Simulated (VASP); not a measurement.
# Si (Fd-3m) in VASP: vibrations by perturbation theory with PBE

Aim: the vibrations by perturbation theory of Si with PBE.

All numbers are computed with VASP 6.6.1; they aren't measurements. Logs are shortened: lines on timing, memory, paths and dates and some standing lists are left out, and cuts for length are marked.

## 1. The cell of the first run

It takes space group Fd-3m (No. 227, cubic). Conventional cell: a = 5.470 Å, b = 5.470 Å, c = 5.470 Å, α = 90.00°, β = 90.00°, γ = 90.00°. Si (site symmetry -43m) has 4 Si at 2.37 Å within 3.1 Å.

## 2. Vibrations by perturbation theory, PBE

INCAR

```
PREC = Accurate ; ENCUT = 520
EDIFF = 1E-8 ; ISMEAR = 0
SIGMA = 0.01 ; LREAL = F
LASPH = T ; NELM = 100
ALGO = Normal ; ISIF = 2
LWAVE = F ; LCHARG = T
GGA = PE ; IBRION = 8
NSW = 1 ; LEPSILON = T
```

KPOINTS

```
regular mesh
0
Gamma
  12 12 12
```

POSCAR

```
Si
1.0
    0.0000000000      2.7350148138      2.7350148138
    2.7350148138      0.0000000000      2.7350148138
    2.7350148138      2.7350148138      0.0000000000
Si
2
Direct
    0.0000000000      0.0000000000      0.0000000000
    0.2500000000      0.2500000000      0.2500000000
```

Potentials or basis: VASP PAW PBE potentials, release 64 (Si).

Started as:

```bash
$ cat potpaw_PBE.64/Si/POTCAR > POTCAR
$ mpirun -np 1 vasp_std > vasp.out
```

OUTCAR:

```text
PREC = Accurate
   ENCUT = 520
   EDIFF = 1E-8
   ISMEAR = 0
   LREAL = F
   LASPH = T
   NELM = 100
   ISIF = 2
   GGA = PE
   IBRION = 8
   NSW = 1
   LEPSILON = T

 ion  position               nearest neighbor table
   1  0.000  0.000  0.000-   2 2.37   2 2.37   2 2.37   2 2.37
   2  0.250  0.250  0.250-   1 2.37   1 2.37   1 2.37   1 2.37

  LATTYP: Found a face centered cubic cell.
 ALAT       =     5.4700296276

  Lattice vectors:

 A1 = (   0.0000000000,   2.7350148138,   2.7350148138)
 A2 = (   2.7350148138,   0.0000000000,   2.7350148138)
 A3 = (   2.7350148138,   2.7350148138,   0.0000000000)

Analysis of symmetry for initial positions (statically):
=====================================================================
 Subroutine PRICEL returns:
 Original cell was already a primitive cell.

 Routine SETGRP: Setting up the symmetry group for a
 face centered cubic supercell.

 Subroutine GETGRP returns: Found 48 space group operations
 (whereof 24 operations were pure point group operations)
 out of a pool of 48 trial point group operations.

The static configuration has the point symmetry T_d .
 The point group associated with its full space group is O_h .

Analysis of symmetry for dynamics (positions and initial velocities):
=====================================================================
 Subroutine PRICEL returns:
 Original cell was already a primitive cell.

 Routine SETGRP: Setting up the symmetry group for a
 face centered cubic supercell.

 Subroutine GETGRP returns: Found 48 space group operations
 (whereof 24 operations were pure point group operations)
 out of a pool of 48 trial point group operations.

The dynamic configuration has the point symmetry T_d .
 The point group associated with its full space group is O_h .

 Subroutine INISYM returns: Found 48 space group operations
 (whereof 24 operations are pure point group operations),
 and found     1 'primitive' translations

----------------------------------------------------------------------------------------

                                     Primitive cell

  volume of cell :      40.9175

  direct lattice vectors                    reciprocal lattice vectors
     0.000000000  2.735014814  2.735014814    -0.182814366  0.182814366  0.182814366
     2.735014814  0.000000000  2.735014814     0.182814366 -0.182814366  0.182814366
     2.735014814  2.735014814  0.000000000     0.182814366  0.182814366 -0.182814366

  length of vectors
     3.867895043  3.867895043  3.867895043     0.316643771  0.316643771  0.316643771

  position of ions in fractional coordinates (direct lattice)
     0.000000000  0.000000000  0.000000000
     0.250000000  0.250000000  0.250000000

  ion indices of the primitive-cell ions
   primitive index   ion index
                 1           1
                 2           2

----------------------------------------------------------------------------------------

 KPOINTS: regular mesh

Automatic generation of k-mesh.
 Grid dimensions read from file:
 generate k-points for:   12   12   12

 Generating k-lattice:

  Cartesian coordinates                     Fractional coordinates (reciprocal lattice)
    -0.015234531  0.015234531  0.015234531     0.083333333  0.000000000  0.000000000
     0.015234531 -0.015234531  0.015234531     0.000000000  0.083333333  0.000000000
     0.015234531  0.015234531 -0.015234531     0.000000000  0.000000000  0.083333333

  Length of vectors
     0.026386981  0.026386981  0.026386981

  Shift w.r.t. Gamma in fractional coordinates (k-lattice)
     0.000000000  0.000000000  0.000000000

 Subroutine IBZKPT returns following result:
 ===========================================

 Found     72 irreducible k-points:

 Following reciprocal coordinates:
            Coordinates               Weight
[... 364 lines left out ...]
  in kB       -0.7012234     -0.7012234     -0.7012234     -0.0000000      0.0000000     -0.0000000
  external PRESSURE =      -0.7012234 kB  Pullay stress =       0.0000000 kB

 VOLUME and BASIS-vectors are now :
 -----------------------------------------------------------------------------
  energy-cutoff  :      520.00
  volume of cell :       40.92
      direct lattice vectors                 reciprocal lattice vectors
     0.000000000  2.735014814  2.735014814    -0.182814366  0.182814366  0.182814366
     2.735014814  0.000000000  2.735014814     0.182814366 -0.182814366  0.182814366
     2.735014814  2.735014814  0.000000000     0.182814366  0.182814366 -0.182814366

 POSITION                                       TOTAL-FORCE (eV/Angst)
 -----------------------------------------------------------------------------------
      0.00000      0.00000      0.00000        -0.000000     -0.000000     -0.000000
      1.36751      1.36751      1.36751         0.000000      0.000000      0.000000
 -----------------------------------------------------------------------------------
    total drift:                               -0.000000     -0.000000     -0.000000

  FREE ENERGIE OF THE ION-ELECTRON SYSTEM (eV)
  ---------------------------------------------------
  free  energy   TOTEN  =       -10.8497762673 eV

  energy  without entropy=      -10.8497762673  energy(sigma->0) =      -10.84977627

 HEAD OF MICROSCOPIC STATIC DIELECTRIC TENSOR (INDEPENDENT PARTICLE, excluding Hartree and local field effects)
 ------------------------------------------------------
          13.736343     0.000000     0.000000
           0.000000    13.736343    -0.000000
           0.000000     0.000000    13.736343
 ------------------------------------------------------

 Free energy of the ion-electron system (eV)
  ---------------------------------------------------
  ---------------------------------------------------
  free energy    TOTEN  =        -1.47488914 eV

  energy without entropy =       -1.47488914

------------------------ aborting loop because EDIFF is reached ----------------------------------------

--------------------------------------- Ionic step        2  -------------------------------------------

------------------------ aborting loop because EDIFF is reached ----------------------------------------

--------------------------------------- Ionic step        3  -------------------------------------------

------------------------ aborting loop because EDIFF is reached ----------------------------------------

 PIEZOELECTRIC TENSOR FIELD DIRECTION 3  (e Angst)
 -----------------------------------------------------------------------------
     0.00089 -0.00000  0.00000           (  0.00000 -0.00000  0.00000)
    -0.00000  0.00089  0.00000           ( -0.00000  0.00000  0.00000)
     0.00000  0.00000 -0.00655           (  0.00000  0.00000  0.00000)

 PIEZOELECTRIC TENSOR FIELD DIRECTION 3  (C/m^2)
 -----------------------------------------------------------------------------
     0.00035 -0.00000  0.00000
    -0.00000  0.00035  0.00000
     0.00000  0.00000 -0.00256

--------------------------------------- Ionic step        4  -------------------------------------------

 Free energy of the ion-electron system (eV)
  ---------------------------------------------------
  ---------------------------------------------------
  free energy    TOTEN  =        -0.01735978 eV

  energy without entropy =       -0.01735978

------------------------ aborting loop because EDIFF is reached ----------------------------------------

 INTERNAL STRAIN TENSOR  FOR ION    1  DIRECTION 1   (eV/Angst):
 -----------------------------------------------------------------------------
    -0.00617  0.00000  0.00000
     0.00000  0.00382  8.71524
     0.00000  8.71524  0.00382

 MACROSCOPIC STATIC DIELECTRIC TENSOR (including local field effects in DFT)
 ------------------------------------------------------
          13.121888    -0.000000    -0.000000
          -0.000000    13.121888     0.000000
           0.000000    -0.000000    13.121888
 ------------------------------------------------------

 PIEZOELECTRIC TENSOR (including local field effects)  for field in x, y, z        (e  Angst)
          XX          YY          ZZ          XY          YZ          ZX
  --------------------------------------------------------------------------------
  x     0.00000     0.00000     0.00000     0.00000     0.00000     0.00000
  y    -0.00000     0.00000    -0.00000     0.00000     0.00000    -0.00000
  z     0.00000     0.00000     0.00000    -0.00000     0.00000     0.00000

 PIEZOELECTRIC TENSOR (including local field effects)  for field in x, y, z        (C/m^2)
          XX          YY          ZZ          XY          YZ          ZX
  --------------------------------------------------------------------------------
  x     0.00000     0.00000     0.00000     0.00000     0.00000     0.00000
  y    -0.00000     0.00000    -0.00000     0.00000     0.00000    -0.00000
  z     0.00000     0.00000     0.00000    -0.00000     0.00000     0.00000

 BORN EFFECTIVE CHARGES (including local field effects) (in |e|, cummulative output)
 ---------------------------------------------------------------------------------
 ion    1
    1    -0.00000     0.00000     0.00000
    2     0.00000     0.00000    -0.00000
    3     0.00000     0.00000     0.00000
 ion    2
    1     0.00000     0.00000     0.00000
    2     0.00000    -0.00000     0.00000
    3     0.00000     0.00000    -0.00000

 INTERNAL STRAIN TENSOR FOR ION    2 for displacements in x,y,z  (eV/Angst):
          X           Y           Z          XY          YZ          ZX
  --------------------------------------------------------------------------------
  x     0.00000    -0.00000    -0.00000     0.00000    -8.71524     0.00000
  y    -0.00000     0.00000    -0.00000     0.00000     0.00000    -8.71524
  z    -0.00000    -0.00000     0.00000    -8.71524     0.00000     0.00000

 SECOND DERIVATIVES (NOT SYMMETRIZED)
 ------------------------------------
               1X          1Y          1Z          2X          2Y          2Z
  1X   -13.021713    0.000000    0.000000   13.021713    0.000000    0.000000
  1Y     0.000000  -13.021713    0.000000    0.000000   13.021713    0.000000
  1Z     0.000000    0.000000  -13.021713    0.000000    0.000000   13.021713
  2X    13.021713    0.000000    0.000000  -13.021713    0.000000    0.000000
  2Y     0.000000   13.021713    0.000000    0.000000  -13.021713    0.000000
  2Z     0.000000    0.000000   13.021713    0.000000    0.000000  -13.021713

 Eigenvectors and eigenvalues of the dynamical matrix
 ----------------------------------------------------

   1 f  =   15.054370 THz    94.589394 2PiTHz  502.159716 cm-1    62.259842 meV
             X         Y         Z           dx          dy          dz
      0.000000  0.000000  0.000000     0.000000   -0.707107    0.000000
      1.367507  1.367507  1.367507     0.000000    0.707107    0.000000
[... 21 lines left out ...]
   6 f  =    0.000000 THz     0.000000 2PiTHz    0.000000 cm-1     0.000000 meV
             X         Y         Z           dx          dy          dz
      0.000000  0.000000  0.000000     0.000000    0.000000    0.707107
      1.367507  1.367507  1.367507     0.000000    0.000000    0.707107

--------------------------------------------------------------------------------------------------------

 MACROSCOPIC STATIC DIELECTRIC TENSOR IONIC CONTRIBUTION
 ------------------------------------------------------
           0.000000     0.000000     0.000000
           0.000000     0.000000    -0.000000
           0.000000    -0.000000     0.000000
 ------------------------------------------------------

 ELASTIC MODULI CONTR FROM IONIC RELAXATION (kBar)
 Direction    XX          YY          ZZ          XY          YZ          ZX
 --------------------------------------------------------------------------------
 XX          -0.0000     -0.0000     -0.0000     -0.0000      0.0000     -0.0000
 YY          -0.0000     -0.0000     -0.0000     -0.0000     -0.0000      0.0000
 ZZ          -0.0000     -0.0000     -0.0000      0.0000     -0.0000     -0.0000
 XY          -0.0000     -0.0000      0.0000   -228.3977      0.0000      0.0000
 YZ           0.0000     -0.0000     -0.0000      0.0000   -228.3977      0.0000
 ZX          -0.0000      0.0000     -0.0000      0.0000      0.0000   -228.3977
 --------------------------------------------------------------------------------

 PIEZOELECTRIC TENSOR IONIC CONTR  for field in x, y, z        (C/m^2)
          XX          YY          ZZ          XY          YZ          ZX
  --------------------------------------------------------------------------------
  x     0.00000    -0.00000    -0.00000     0.00000    -0.00000     0.00000
  y     0.00000    -0.00000     0.00000    -0.00000     0.00000     0.00000
  z     0.00000     0.00000     0.00000     0.00000     0.00000     0.00000
```

Run time: 4.9 min. Hardware: 1 thread of Intel Xeon 6975P-C (Granite Rapids), shared host; peak memory 0.33 GiB.

What came out:

| Quantity | Value |
| --- | --- |
| Electronic dielectric tensor (diagonal) | 13.12 |
| Born charges (mean of the diagonal) | Si +0.00 e |
| Highest phonon frequency at Γ | 502 cm⁻¹ |

Phonon frequencies in cm⁻¹ (negative: imaginary):
```csv
q point,frequencies
"(0.000, 0.000, 0.000)",0 0 0 502 502 502
```

Electronic dielectric tensor:
```
13.12  0.00  0.00
 0.00 13.12  0.00
 0.00  0.00 13.12
```

Born effective charge tensors (e):
atom 1, Si
```
0.00 0.00 0.00
0.00 0.00 0.00
0.00 0.00 0.00
```
atom 2, Si
```
0.00 0.00 0.00
0.00 0.00 0.00
0.00 0.00 0.00
```
